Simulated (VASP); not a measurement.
The system is SrTiO3.

```xyz
5
Lattice="4.1544 0.0000 0.0000 -2.0772 3.5978 0.0000 0.0000 0.0000 4.9302" Properties=species:S:1:pos:R:3 pbc="T T T"
Sr    0.0000    0.0000    0.0000
Ti    0.0000    0.0000    2.4651
O     2.0772    0.0000    2.4651
O    -1.0386    1.7989    2.4651
O     1.0386    1.7989    2.4651
```

The cell was generated, and may not be a known phase.

```yaml
Program: VASP 6.6.1
Task: relaxation of cell and atoms
Functional: PBE
Potentials_or_basis: VASP PAW PBE potentials, release 64 (Sr_sv, Ti_sv, O)
Cutoff: 600 eV
k_mesh: 6 × 6 × 4
Occupations: gaussian, width 0.1 eV
Spin: collinear spin
Starting_moments: "[0.0, 1.0, 0.0, 0.0, 0.0] μB"
```

At the start: pressure 15.3 GPa; volume 14.74 Å³/atom.

Problem. Where does the relaxation end?

Solution. Over 9 steps the energy falls by 299.8 meV/atom and the volume is 18.67 Å³/atom (+26.7 %); space group P6/mmm (No. 191, to 0.1 Å) before and after; moment 0.01 μB per cell.

The path:
| step | energy change (eV) | largest force (eV/Å) | pressure (GPa) | volume (Å³) |
| --- | --- | --- | --- | --- |
| 1 | 0.0000 | 0.0000 | 15.30 | 73.69 |
| 2 | -1.1340 | 0.0000 | -2.17 | 89.45 |
| 3 | -1.1640 | 0.0000 | -3.90 | 92.42 |
| 4 | -1.1253 | 0.0000 | -6.75 | 98.50 |
| 5 | -1.1659 | 0.0000 | -4.88 | 94.29 |
| 6 | -1.4884 | 0.0000 | 1.78 | 91.74 |
| 7 | -1.4955 | 0.0000 | 0.78 | 92.08 |
| 8 | -1.4953 | 0.0000 | 0.92 | 92.03 |
| 9 | -1.4988 | 0.0000 | 0.08 | 93.34 |

Final structure:
```
CELL_PARAMETERS angstrom
4.15185 0.00000 0.00000
-2.07592 3.59561 0.00000
0.00000 0.00000 6.25245
ATOMIC_POSITIONS crystal
Sr 0.00000 0.00000 0.00000
Ti 0.00000 0.00000 0.50000
O 0.50000 0.00000 0.50000
O 0.00000 0.50000 0.50000
O 0.50000 0.50000 0.50000
```

Caveat: the volume moved by over 15 % at a fixed basis, so the end points are rough.
